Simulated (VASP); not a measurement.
# TaN (P6/mmm) in VASP: a series of runs, part 2 of 2

VASP 6.6.1. The steps go on from the part before.

## (3) Single point, r2SCAN

This run uses another cell than the first one, of 11.42 Å³/atom, 1.031 times its volume.

POSCAR reads:

```
TaN
1.0
    5.2082459739      0.0000000000      0.0000000000
   -2.6041229869      4.5104734519      0.0000000000
    0.0000000000      0.0000000000      2.9176612005
Ta N
3 3
Direct
    0.0000000000      0.0000000000      0.0000000000
    0.3333333333      0.6666666667      0.5000000000
    0.6666666667      0.3333333333      0.5000000000
    0.5000000000      0.0000000000      0.0000000000
    0.5000000000      0.5000000000      0.0000000000
    0.0000000000      0.5000000000      0.0000000000
```

INCAR.step1 reads:

```
PREC     = Accurate       # precision mode
ENCUT    = 660            # plane-wave cutoff, eV
ISMEAR   = 0              # smearing method
SIGMA    = 0.1            # smearing width, eV
LREAL    = False          # projectors in reciprocal space
LASPH    = True           # aspherical terms in the spheres
NELM     = 120            # most SCF steps
NBANDS   = 36             # bands
GGA      = PE             # functional
ALGO     = Normal         # electronic algorithm
EDIFF    = 1E-5           # SCF threshold, eV
LWAVE    = True           # write WAVECAR
LCHARG   = False          # write CHGCAR
GGA_COMPAT= False
```

INCAR.step2 reads:

```
PREC     = Accurate       # precision mode
ENCUT    = 660            # plane-wave cutoff, eV
EDIFF    = 1E-6           # SCF threshold, eV
ISMEAR   = 0              # smearing method
SIGMA    = 0.1            # smearing width, eV
LREAL    = False          # projectors in reciprocal space
LASPH    = True           # aspherical terms in the spheres
NELM     = 120            # most SCF steps
ALGO     = Normal         # electronic algorithm
ISIF     = 2              # what is computed and relaxed
LWAVE    = False          # write WAVECAR
LCHARG   = False          # write CHGCAR
METAGGA  = R2SCAN         # meta-GGA
LMIXTAU  = True         
NBANDS   = 36             # bands
ISTART   = 1            
GGA_COMPAT= False
```

KPOINTS reads:

```
Automatic mesh
0
Gamma
  5 5 8
```

Potentials or basis: VASP PAW PBE potentials, release 64 (Ta_sv_GW, N).

On the command line:

```bash
$ cat potpaw_PBE.64/Ta_sv_GW/POTCAR potpaw_PBE.64/N/POTCAR > POTCAR
$ cp INCAR.step1 INCAR
$ mpirun -np 1 vasp_std > vasp.out
$ cp INCAR.step2 INCAR
$ mpirun -np 1 vasp_std > vasp.out
```

OUTCAR:

```text
PREC = Accurate
   ENCUT = 660
   EDIFF = 1E-6
   ISMEAR = 0
   LREAL = False
   LASPH = True
   NELM = 120
   ISIF = 2
   METAGGA = R2SCAN
   ISTART = 1

 ion  position               nearest neighbor table
   1  0.000  0.000  0.000-
   2  0.333  0.667  0.500-   6 2.09   6 2.09   5 2.09   5 2.09   4 2.09   4 2.09   3 3.01   3 3.01
                             3 3.01
   3  0.667  0.333  0.500-   6 2.09   6 2.09   5 2.09   5 2.09   4 2.09   4 2.09   2 3.01   2 3.01
                             2 3.01
   4  0.500  0.000  0.000-   2 2.09   3 2.09   2 2.09   3 2.09
   5  0.500  0.500  0.000-   2 2.09   3 2.09   2 2.09   3 2.09
   6  0.000  0.500  0.000-   2 2.09   3 2.09   2 2.09   3 2.09

  LATTYP: Found a hexagonal cell.
 ALAT       =     5.2082459739
 C/A-ratio  =     0.5602003467

  Lattice vectors:

 A1 = (   5.2082459739,   0.0000000000,   0.0000000000)
 A2 = (  -2.6041229869,   4.5104734519,   0.0000000000)
 A3 = (   0.0000000000,   0.0000000000,   2.9176612005)

Analysis of symmetry for initial positions (statically):
=====================================================================
 Subroutine PRICEL returns:
 Original cell was already a primitive cell.

 Routine SETGRP: Setting up the symmetry group for a
 hexagonal supercell.

 Subroutine GETGRP returns: Found 24 space group operations
 (whereof 24 operations were pure point group operations)
 out of a pool of 24 trial point group operations.

The static configuration has the point symmetry D_6h.

Analysis of symmetry for dynamics (positions and initial velocities):
=====================================================================
 Subroutine PRICEL returns:
 Original cell was already a primitive cell.

 Routine SETGRP: Setting up the symmetry group for a
 hexagonal supercell.

 Subroutine GETGRP returns: Found 24 space group operations
[... 130 lines left out ...]
     AMIX_MAG =   1.60;   BMIX_MAG =  1.00
  volume/ion in A,a.u.               =      11.42        77.09
  Fermi-wavevector in a.u.,A,eV,Ry     =   1.512017  2.857297 31.105565  2.286195
  Thomas-Fermi vector in A             =   2.621997
   LORBIT       =      0    0 simple, 1 ext, 2 COOP (PROOUT), +10 PAW based schemes
   METAGGA = R2SCAN    functional components
   LHFCALC =     F    Hartree Fock is set to
   AEXX    =    0.0000 exact exchange contribution
   IVDW    =     0    specifies the selected vdW correction
   LEPSILON=     F    determine dielectric tensor
   LRPA    =     F    only Hartree local field effects (RPA)
 non-spin polarized calculation
 Gauss-broadening in eV      SIGMA  =   0.10
  energy-cutoff  :      660.00
  volume of cell :       68.54
 maximum number of plane-waves:      2660
 NGX is ok and might be reduce to    48
   NGX = 21   NGY = 21   NGZ = 13

 number of electron      54.0000000 magnetization

 Free energy of the ion-electron system (eV)
  ---------------------------------------------------
  ext. energy  EPLUGINS =         0.00000000
  ---------------------------------------------------
  free energy    TOTEN  =      -186.12766647 eV

  energy without entropy =     -186.12575929  energy(sigma->0) =     -186.12671288

 E-fermi :  12.0900     XC(G=0): -14.2727

 val. band max:       12.0081099336   @ k =   0.0000   0.0000   0.3750
 cond. band min:      12.2005247820   @ k =   0.2000   0.0000   0.2500
 fundamental gap:      0.1924148484
 Fermi energy:        12.0900225510

 k-point     1 :       0.0000    0.0000    0.0000
  band No.  band energies     occupation
      1     -59.4330      2.00000
      2     -59.3858      2.00000
      3     -58.9868      2.00000
      4     -25.5448      2.00000
      5     -25.5448      2.00000
      6     -25.1479      2.00000
[... 925 lines left out ...]
     35      16.1485      0.00000
     36      17.5546      0.00000

 [... further k-points ...]

------------------------ aborting loop because EDIFF is reached ----------------------------------------

  FORCE on cell =-STRESS in cart. coord.  units (eV):
  Direction    XX          YY          ZZ          XY          YZ          ZX
  --------------------------------------------------------------------------------------
  -------------------------------------------------------------------------------------
  Total        1.0767399      1.0767399      0.0239916      0.0000000      0.0000000      0.0000000
  in kB       25.1694019     25.1694034      0.5608168      0.0000000      0.0000000      0.0000000
  external PRESSURE =      16.9665407 kB  Pullay stress =       0.0000000 kB

 VOLUME and BASIS-vectors are now :
 -----------------------------------------------------------------------------
  energy-cutoff  :      660.00
  volume of cell :       68.54
      direct lattice vectors                 reciprocal lattice vectors
     5.208245974  0.000000000  0.000000000     0.192003220  0.110853108  0.000000000
    -2.604122987  4.510473452  0.000000000     0.000000000  0.221706216  0.000000000
     0.000000000  0.000000000  2.917661200     0.000000000  0.000000000  0.342740274

 POSITION                                       TOTAL-FORCE (eV/Angst)
 -----------------------------------------------------------------------------------
      0.00000      0.00000      0.00000        -0.000000      0.000000      0.000000
     -0.00000      3.00698      1.45883         0.000000      0.000000      0.000000
      2.60412      1.50349      1.45883        -0.000000     -0.000000      0.000000
      2.60412      0.00000      0.00000        -0.000000      0.000000      0.000000
      1.30206      2.25524      0.00000        -0.000000      0.000000      0.000000
     -1.30206      2.25524      0.00000        -0.000000      0.000000      0.000000
 -----------------------------------------------------------------------------------
    total drift:                               -0.000000      0.000000     -0.000000

  FREE ENERGIE OF THE ION-ELECTRON SYSTEM (eV)
  ---------------------------------------------------
  free  energy   TOTEN  =      -186.1276664663 eV

  energy  without entropy=     -186.1257592916  energy(sigma->0) =     -186.12671288
```

Wall time 6.6 min (1 thread of Intel Xeon Platinum 8259CL at 2.50GHz (Skylake/Cascade Lake), shared host); peak memory 0.28 GiB.

What came out:

- Free energy: -186.1277 eV
- Pressure: 1.7 GPa
- Band gap on the k mesh: zero (band 27 reaches 13.09 eV, above the bottom of band 28 at 10.93 eV)

Stress tensor (GPa, compression positive):
```
2.52 0.00 0.00
0.00 2.52 0.00
0.00 0.00 0.06
```

Levels at points of the mesh, in eV from the Fermi level:
```
           k point  band 24  band 25  band 26  band 27  band 28  band 29  band 30  band 31
(0.00, 0.00, 0.00)    -3.33    -2.73    -2.16    -1.16    -1.16     0.88     0.88     1.48
(0.00, 0.00, 0.50)    -3.38    -3.38    -2.13     1.00     1.00     1.34     2.08     2.53
```

Caveat: the PAW data sets were made with another functional, which shifts forces and pressure a little; spin-orbit coupling is left out, which moves the levels of the heavy elements.
